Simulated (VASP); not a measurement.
Here is a VASP 6.6.1 calculation.

POSCAR

```
Mo
1.0
   -1.5710000000      1.4767400000      1.5710000000
    1.5710000000     -1.4767400000      1.5710000000
    1.5710000000      1.4767400000     -1.5710000000
Mo
1
Direct
    0.0000000000      0.0000000000      0.0000000000
```

Contents of INCAR.step1:

```
SYSTEM = Mo
PREC = Accurate
ENCUT = 520
ISMEAR = 0
SIGMA = 0.15
LREAL = .FALSE.
LASPH = .TRUE.
NELM = 100
NBANDS = 13
GGA = PE
ALGO = Normal
EDIFF = 1E-4
LWAVE = .TRUE.
LCHARG = .FALSE.
```

The input INCAR.step2:

```
SYSTEM = Mo
PREC = Accurate
ENCUT = 520
EDIFF = 1E-6
ISMEAR = 0
SIGMA = 0.15
LREAL = .FALSE.
LASPH = .TRUE.
NELM = 100
ALGO = Normal
ISIF = 2
LWAVE = .FALSE.
LCHARG = .FALSE.
METAGGA = R2SCAN
LMIXTAU = .TRUE.
NBANDS = 13
ISTART = 1
```

Contents of KPOINTS:

```
Automatic mesh
0
G
  22 22 22
  0 0 0
```

Potentials or basis: VASP PAW PBE potentials, release 64 (Mo_sv).

The run is started by

```console
$ cat potpaw_PBE.64/Mo_sv/POTCAR > POTCAR
$ cp INCAR.step1 INCAR
$ mpirun -np 1 vasp_std > vasp.out
$ cp INCAR.step2 INCAR
$ mpirun -np 1 vasp_std > vasp.out
```

Question: Estimate the pressure.

Answer: 24.1 GPa.

Question: Estimate the band gap on the k mesh.

Answer: Zero (bands 7 and 8 overlap by 5.96 eV).

Stress tensor (GPa, compression positive):
```
16.19  0.00  0.00
 0.00 39.96  0.00
 0.00  0.00 16.19
```

Caveat: the cell differs from its parent crystal (strain -0.0600 x Voigt [0, 1, 0, 0, 0, 0]); the stress differs along the axes, from 16 to 40 GPa; the PAW data sets were made with another functional, which shifts forces and pressure a little.
